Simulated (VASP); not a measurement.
# WC (Qusongite) (P-6m2) in VASP: a series of runs, part 3 of 3

VASP 6.6.1. The steps go on from the part before.

## 4. Single point, PBE (volume scaled by 1.06, then relaxed in part)

Input file INCAR:

```
SYSTEM = WC
ALGO     = Normal         ! electronic algorithm
EDIFF    = 1E-6           ! SCF threshold, eV
ENCUT    = 520            ! plane-wave cutoff, eV
GGA      = PE             ! functional
ISIF     = 2              ! what is computed and relaxed
ISMEAR   = 0              ! smearing method
LASPH    = .TRUE.         ! aspherical terms in the spheres
LCHARG   = .FALSE.        ! write CHGCAR
LREAL    = .FALSE.        ! projectors in reciprocal space
LWAVE    = .FALSE.        ! write WAVECAR
NBANDS   = 16             ! bands
NELM     = 100            ! most SCF steps
PREC     = Accurate       ! precision mode
SIGMA    = 0.1            ! smearing width, eV
```

Input file KPOINTS:

```
k-points
0
G
  18 18 14
  0 0 0
```

Input file POSCAR:

```
WC
1.0
    2.9841559328      0.0000000000      0.0000000000
   -1.4920779664      2.5843548467      0.0000000000
    0.0000000000      0.0000000000      2.8928325852
W C
1 1
Direct
    0.0000000000      0.0000000000      0.0000000000
    0.6666666667      0.3333333333      0.5000000000
```

Potentials or basis: VASP PAW PBE potentials, release 64 (W_sv, C).

Launch:

```console
$ cat potpaw_PBE.64/W_sv/POTCAR potpaw_PBE.64/C/POTCAR > POTCAR
$ mpirun -np 1 vasp_std > vasp.out
```

OUTCAR:

```text
SYSTEM = WC
   EDIFF = 1E-6
   ENCUT = 520
   GGA = PE
   ISIF = 2
   ISMEAR = 0
   LASPH = .TRUE.
   LREAL = .FALSE.
   NELM = 100
   PREC = Accurate

 ion  position               nearest neighbor table
   1  0.000  0.000  0.000-   2 2.25   2 2.25   2 2.25   2 2.25   2 2.25   2 2.25
   2  0.667  0.333  0.500-   1 2.25   1 2.25   1 2.25   1 2.25   1 2.25   1 2.25

  LATTYP: Found a hexagonal cell.
 ALAT       =     2.9841559328
 C/A-ratio  =     0.9693972602

  Lattice vectors:

 A1 = (   2.9841559328,   0.0000000000,   0.0000000000)
 A2 = (  -1.4920779664,   2.5843548467,   0.0000000000)
 A3 = (   0.0000000000,   0.0000000000,   2.8928325852)

Analysis of symmetry for initial positions (statically):
=====================================================================
 Subroutine PRICEL returns:
 Original cell was already a primitive cell.

 Routine SETGRP: Setting up the symmetry group for a
 hexagonal supercell.

 Subroutine GETGRP returns: Found 12 space group operations
 (whereof 12 operations were pure point group operations)
 out of a pool of 24 trial point group operations.

The static configuration has the point symmetry D_3h.

Analysis of symmetry for dynamics (positions and initial velocities):
=====================================================================
 Subroutine PRICEL returns:
 Original cell was already a primitive cell.

 Routine SETGRP: Setting up the symmetry group for a
 hexagonal supercell.

 Subroutine GETGRP returns: Found 12 space group operations
 (whereof 12 operations were pure point group operations)
 out of a pool of 24 trial point group operations.

The dynamic configuration has the point symmetry D_3h.

 Subroutine INISYM returns: Found 12 space group operations
 (whereof 12 operations are pure point group operations),
 and found     1 'primitive' translations

----------------------------------------------------------------------------------------

                                     Primitive cell

  volume of cell :      22.3099

  direct lattice vectors                    reciprocal lattice vectors
     2.984155933  0.000000000  0.000000000     0.335103132  0.193471884  0.000000000
    -1.492077966  2.584354847  0.000000000     0.000000000  0.386943767  0.000000000
     0.000000000  0.000000000  2.892832585     0.000000000  0.000000000  0.345681947

  length of vectors
     2.984155933  2.984155933  2.892832585     0.386943767  0.386943767  0.345681947

  position of ions in fractional coordinates (direct lattice)
     0.000000000  0.000000000  0.000000000
     0.666666667  0.333333333  0.500000000

  ion indices of the primitive-cell ions
   primitive index   ion index
                 1           1
                 2           2

----------------------------------------------------------------------------------------

 KPOINTS: k-points

Automatic generation of k-mesh.
 Grid dimensions read from file:
 generate k-points for:   18   18   14

 Generating k-lattice:

  Cartesian coordinates                     Fractional coordinates (reciprocal lattice)
     0.018616841  0.010748438  0.000000000     0.055555556 -0.000000000  0.000000000
     0.000000000  0.021496876  0.000000000     0.000000000  0.055555556  0.000000000
     0.000000000  0.000000000  0.024691568     0.000000000  0.000000000  0.071428571

  Length of vectors
     0.021496876  0.021496876  0.024691568

  Shift w.r.t. Gamma in fractional coordinates (k-lattice)
     0.000000000  0.000000000  0.000000000

 Subroutine IBZKPT returns following result:
 ===========================================

 Found    296 irreducible k-points:

 Following reciprocal coordinates:
            Coordinates               Weight
  0.000000  0.000000  0.000000      1.000000
  0.055556  0.000000  0.000000      6.000000
  0.111111  0.000000  0.000000      6.000000
  0.166667  0.000000  0.000000      6.000000
  0.222222  0.000000  0.000000      6.000000
  0.277778  0.000000  0.000000      6.000000
[... 16 lines left out ...]
  0.333333  0.111111  0.000000     12.000000
  0.388889  0.111111  0.000000     12.000000
 [... further k-points ...]
   k-points           NKPTS =    296   k-points in BZ     NKDIM =    296   number of bands    NBANDS=     16
   number of dos      NEDOS =    301   number of ions     NIONS =      2
   total plane-waves  NPLWV =  13824
   dimension x,y,z NGX =    24 NGY =   24 NGZ =   24
   dimension x,y,z NGXF=    48 NGYF=   48 NGZF=   48
   ions per type =               1   1
   NGX,Y,Z   is equivalent  to a cutoff of  13.37, 13.37, 13.79 a.u.
   NGXF,Y,Z  is equivalent  to a cutoff of  26.74, 26.74, 27.58 a.u.
 SYSTEM =  WC
   PREC   = accura    normal or accurate (medium, high low for compatibility)
   ISTART =      0    job   : 0-new  1-cont  2-samecut
   ICHARG =      2    charge: 1-file 2-atom 10-const
   ISPIN  =      1    spin polarized calculation?
   LNONCOLLINEAR =      F non collinear calculations
   LSORBIT =      F    spin-orbit coupling
   LASPH  =      T    aspherical Exc in radial PAW
   ENCUT  =  520.0 eV  38.22 Ry    6.18 a.u.   5.55  5.55  5.38*2*pi/ulx,y,z
   NELM   =    100;   NELMIN=  2; NELMDL= -5     # of ELM steps
   EDIFF  = 0.1E-05   stopping-criterion for ELM
   LREAL  =      F    real-space projection
   EDIFFG = 0.1E-04   stopping-criterion for IOM
   NSW    =      0    number of steps for IOM
   IBRION =     -1    ionic relax: 0-MD 1-quasi-New 2-CG
   NFREE  =      0    steps in history (QN), initial steepest desc. (CG)
   ISIF   =      2    stress and relaxation
   ISYM   =      2    0-nonsym 1-usesym 2-fastsym
   POTIM  = 0.5000    time-step for ionic-motion
   TEBEG  =    0.0;   TEEND  =   0.0 temperature during run
   PSTRESS=    0.0 pullay stress
   NELECT =      18.0000    total number of electrons
   NUPDOWN=      -1.0000    fix difference up-down
   EMIN   =  10.00;   EMAX   =-10.00  energy-range for DOS
   EFERMI =   0.00;   METHOD = LEGACY
   ISMEAR =     0;   SIGMA  =   0.10  broadening in eV -4-tet -1-fermi 0-gaus
   EFERMI_NEDOS =   21; number of points for ismear=-14 and -15
   IALGO  =     38    algorithm
   IMIX   =      4    mixing-type and parameters
     AMIX     =   0.40;   BMIX     =  1.00
     AMIX_MAG =   1.60;   BMIX_MAG =  1.00
  volume/ion in A,a.u.               =      11.15        75.28
  Fermi-wavevector in a.u.,A,eV,Ry     =   1.524053  2.880042 31.602755  2.322737
  Thomas-Fermi vector in A             =   2.632412
   LORBIT       =      0    0 simple, 1 ext, 2 COOP (PROOUT), +10 PAW based schemes
   GGA     = PE    functional components
   LHFCALC =     F    Hartree Fock is set to
   AEXX    =    0.0000 exact exchange contribution
   IVDW    =     0    specifies the selected vdW correction
   LEPSILON=     F    determine dielectric tensor
   LRPA    =     F    only Hartree local field effects (RPA)
 non-spin polarized calculation
 Gauss-broadening in eV      SIGMA  =   0.10
  energy-cutoff  :      520.00
  volume of cell :       22.31
 maximum number of plane-waves:       617
 NGX is ok and might be reduce to    24
   NGX = 11   NGY = 11   NGZ = 11

 number of electron      17.9999999 magnetization

 Free energy of the ion-electron system (eV)
  ---------------------------------------------------
  ext. energy  EPLUGINS =         0.00000000
  ---------------------------------------------------
  free energy    TOTEN  =       -22.37637965 eV

  energy without entropy =      -22.37479790  energy(sigma->0) =      -22.37558877

 E-fermi :  10.0533     XC(G=0): -13.3994

 val. band max:       10.0463456588   @ k =   0.1111   0.0000   0.3571
 cond. band min:      10.0661383227   @ k =   0.3333   0.3333   0.0714
 fundamental gap:      0.0197926639
 Fermi energy:        10.0533427245

 k-point     1 :       0.0000    0.0000    0.0000
  band No.  band energies     occupation
      1     -64.0902      2.00000
      2     -28.0570      2.00000
      3     -27.9963      2.00000
      4     -27.9963      2.00000
      5      -3.8294      2.00000
      6       6.1611      2.00000
[... 8 lines left out ...]
     15      23.7877      0.00000
     16      26.1050      0.00000
[... 419 lines left out ...]
 k-point    24 :       0.3889    0.1111    0.0000
  band No.  band energies     occupation
      1     -64.0502      2.00000
      2     -28.5699      2.00000
      3     -28.1818      2.00000
      4     -27.9759      2.00000
      5      -0.7300      2.00000
      6       3.5482      2.00000
[... 8 lines left out ...]
     15      22.9133      0.00000
     16      26.6829      0.00000

 [... further k-points ...]
[... 5 lines left out ...]
  --------------------------------------------------------------------------------------
  -------------------------------------------------------------------------------------
  Total       -2.6349466     -2.6349466     -2.5992459      0.0000000     -0.0000000      0.0000000
  in kB     -189.2280164   -189.2280165   -186.6641851      0.0000000     -0.0000000      0.0000000
  external PRESSURE =    -188.3734060 kB  Pullay stress =       0.0000000 kB

 VOLUME and BASIS-vectors are now :
 -----------------------------------------------------------------------------
  energy-cutoff  :      520.00
  volume of cell :       22.31
      direct lattice vectors                 reciprocal lattice vectors
     2.984155933  0.000000000  0.000000000     0.335103132  0.193471884  0.000000000
    -1.492077966  2.584354847  0.000000000     0.000000000  0.386943767  0.000000000
     0.000000000  0.000000000  2.892832585     0.000000000  0.000000000  0.345681947

 POSITION                                       TOTAL-FORCE (eV/Angst)
 -----------------------------------------------------------------------------------
      0.00000      0.00000      0.00000         0.000000      0.000000      0.000000
      1.49208      0.86145      1.44642        -0.000000      0.000000      0.000000
 -----------------------------------------------------------------------------------
    total drift:                               -0.000000      0.000000      0.000000

  FREE ENERGIE OF THE ION-ELECTRON SYSTEM (eV)
  ---------------------------------------------------
  free  energy   TOTEN  =       -22.3763796458 eV

  energy  without entropy=      -22.3747978982  energy(sigma->0) =      -22.37558877
```

Run time: 44 s. Hardware: 1 thread of Intel Xeon Platinum 8259CL at 2.50GHz (Skylake/Cascade Lake), shared host; peak memory 0.22 GiB.

Results:

```
Free energy            : -22.3764 eV
Pressure               : -18.8 GPa
Band gap on the k mesh : zero (band 9 reaches 10.73 eV, above the bottom of band 10 at 9.57 eV)
```

Levels at points of the mesh, in eV from the Fermi level:
| k point | band 5 | band 6 | band 7 | band 8 | band 9 | band 10 | band 11 | band 12 | band 13 | band 14 |
| --- | --- | --- | --- | --- | --- | --- | --- | --- | --- | --- |
| (0.00, 0.00, 0.00) | -13.88 | -3.89 | -3.07 | -3.07 | 0.16 | 2.94 | 2.94 | 5.27 | 5.27 | 5.83 |
| (0.50, 0.00, 0.00) | -10.79 | -6.68 | -3.23 | -3.23 | -0.45 | 2.17 | 4.08 | 4.36 | 6.47 | 9.16 |
| (0.00, 0.00, 0.50) | -10.23 | -8.16 | -1.87 | -1.87 | -0.49 | -0.49 | 3.49 | 4.31 | 4.31 | 9.52 |
| (0.50, 0.00, 0.50) | -10.80 | -6.00 | -3.98 | -3.98 | 0.20 | 3.96 | 4.81 | 6.00 | 8.46 | 9.19 |

Caveat: the cell differs from its parent crystal (volume scaled by 1.06, then relaxed in part); spin-orbit coupling is left out, which moves the levels of the heavy elements.

## 5. Relaxation of shape and atoms at fixed volume, PBE (volume scaled by 1.06)

Input file INCAR:

```
SYSTEM = WC
ALGO = Normal
EDIFF = 1E-7
EDIFFG = -0.01
ENCUT = 600
GGA = PE
IBRION = 2
ISIF = 4
ISMEAR = 0
LASPH = .True.
LCHARG = .False.
LREAL = .False.
LWAVE = .False.
NELM = 100
NSW = 50
PREC = Accurate
SIGMA = 0.1
```

Input file KPOINTS:

```
k-points
0
Gamma
  18 18 14
  0 0 0
```

Input file POSCAR:

```
WC
1.0
    2.9815575367      0.0000000000      0.0000000000
   -1.4907787683      2.5821045697      0.0000000000
    0.0000000000      0.0000000000      2.8978769287
W C
1 1
Direct
    0.0000000000      0.0000000000      0.0000000000
    0.6666666667      0.3333333333      0.5000000000
```

Launch:

```console
$ cat potpaw_PBE.64/W_sv/POTCAR potpaw_PBE.64/C/POTCAR > POTCAR
$ mpirun -np 1 vasp_std > vasp.out
```

Wall time 83 s (1 thread of Intel Xeon Platinum 8259CL at 2.50GHz (Skylake/Cascade Lake), shared host); peak memory 0.23 GiB.

It converged, with:

| Property | Result |
| --- | --- |
| Free energy | -22.3773 eV |
| Energy gained by relaxing | 0.1 meV/atom |
| Ionic steps | 3 |
| Pressure after relaxing | -18.9 GPa |
| Band gap on the k mesh | zero (band 9 reaches 10.72 eV, above the bottom of band 10 at 9.57 eV) |

Step by step:
```
step  energy change (eV)  largest force (eV/Å)  pressure (GPa)  volume (Å³)
   1              0.0000                0.0000          -19.00        22.31
   2              0.0000                0.0000          -18.82        22.31
   3             -0.0001                0.0000          -18.91        22.31
```

Final structure:
```
W C
1.0
     2.98375    0.00000    0.00000
    -1.49188    2.58401    0.00000
     0.00000    0.00000    2.89361
W C
1 1
Direct
  0.00000 0.00000 0.00000
  0.66667 0.33333 0.50000
```

Levels at points of the mesh, in eV from the Fermi level:
```
           k point  band 6  band 7  band 8  band 9  band 10  band 11  band 12  band 13
(0.00, 0.00, 0.00)   -3.89   -3.07   -3.07    0.16     2.94     2.94     5.27     5.27
(0.50, 0.00, 0.00)   -6.68   -3.23   -3.22   -0.45     2.17     4.08     4.37     6.47
(0.00, 0.00, 0.50)   -8.16   -1.87   -1.87   -0.49    -0.49     3.49     4.31     4.31
(0.50, 0.00, 0.50)   -6.00   -3.98   -3.98    0.20     3.96     4.81     6.00     8.46
```

Caveat: the cell differs from its parent crystal (volume scaled by 1.06); spin-orbit coupling is left out, which moves the levels of the heavy elements.

## 6. Summary

| task | spin | cell | cutoff (eV) | gap on the mesh (eV) | pressure (GPa) |
| --- | --- | --- | --- | --- | --- |
| single point | off | a = 2.922, b = 2.922, c = 2.847 Å, angles 90.0, 90.0, 120.0°, 2 atoms | 520 | none | 1.1 |
| single point | non-collinear, zero start, SOC | a = 2.922, b = 2.922, c = 2.847 Å, angles 90.0, 90.0, 120.0°, 2 atoms | 520 | - | 1.8 |
| single point | off | a = 2.984, b = 2.984, c = 2.893 Å, angles 90.0, 90.0, 120.0°, 2 atoms | 520 | none | -18.8 |
| relaxation of shape and atoms at fixed volume | off | relaxed from a = 2.982, b = 2.982, c = 2.898 Å, angles 90.0, 90.0, 120.0°, 2 atoms | 600 | none | -18.9 |

Alike in all rows: level PBE; potentials or basis VASP PAW PBE potentials, release 64 (W_sv, C); k mesh 18 × 18 × 14; smearing gaussian 0.1 eV.

Caveats: spin-orbit coupling is left out, which moves the levels of the heavy elements (some runs).

Total energies depend on the potentials used, so only differences within one code and one set of settings carry meaning.
